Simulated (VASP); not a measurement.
Here is a VASP 6.6.1 calculation.

INCAR

```
ALGO = Normal ; EDIFF = 1E-7
ENCUT = 520 ; GGA = CA
ISIF = 2 ; ISMEAR = -1
LASPH = T ; LCHARG = F
LREAL = F ; LWAVE = F
NBANDS = 16 ; NELM = 80
PREC = Accurate ; SIGMA = 0.05
```

File KPOINTS:

```
k-points
0
Gamma
  13 13 7
```

File POSCAR:

```
C
1.0
    2.3797069962      0.0000000000      0.0000000000
   -1.1898534981      2.0608867123      0.0000000000
    0.0000000000      0.0000000000      3.9637385714
C
4
Direct
    0.3333333333      0.6666666667      0.0628291463
    0.6666666667      0.3333333333      0.5628291463
    0.3333333333      0.6666666667      0.4371708537
    0.6666666667      0.3333333333      0.9371708537
```

Potentials or basis: VASP PAW LDA potentials, release 64 (C).

The run is started by

```bash
$ cat potpaw_LDA.64/C/POTCAR > POTCAR
$ mpirun -np 1 vasp_std > vasp.out
```

Question: Estimate the pressure.

Answer: 77.7 GPa.

Question: What does it give for the band gap on the k mesh?

Answer: 2.68 eV, indirect (least direct gap 5.18 eV).

Stress tensor (GPa, compression positive):
```
77.20  0.00  0.00
 0.00 77.20  0.00
 0.00  0.00 78.76
```

 A k mesh can miss the band edges.
